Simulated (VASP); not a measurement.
A run of VASP 6.6.1 is set up as follows.

File INCAR:

```
PREC = Accurate
ENCUT = 520
EDIFF = 1E-7
ISMEAR = 0
SIGMA = 0.1
LREAL = False
LASPH = True
NELM = 100
ALGO = Normal
ISIF = 2
LWAVE = False
LCHARG = False
GGA = PE
NBANDS = 33
```

The input KPOINTS:

```
Automatic mesh
0
Gamma
  4 4 4
```

The input POSCAR:

```
TeAu4
1.0
    5.1030991144      0.0000000000      0.0000000000
    0.0000000000      5.1030991144      0.0000000000
    0.0000000000      0.0000000000      5.1030991144
Te Au
1 4
Direct
    0.0000000000      0.0000000000      0.0000000000
    0.5000000000      0.5000000000      0.5000000000
    0.0000000000      0.5000000000      0.5000000000
    0.5000000000      0.0000000000      0.5000000000
    0.5000000000      0.5000000000      0.0000000000
```

Potentials or basis: VASP PAW PBE potentials, release 64 (Te, Au).

The run is started by

```bash
$ cat potpaw_PBE.64/Te/POTCAR potpaw_PBE.64/Au/POTCAR > POTCAR
$ mpirun -np 1 vasp_std > vasp.out
```

Predict the pressure.

0.2 GPa.

Predict the band gap on the k mesh.

zero (band 25 reaches 4.75 eV, above the bottom of band 26 at 3.95 eV).

Caveat: spin-orbit coupling is left out, which moves the levels of the heavy elements.
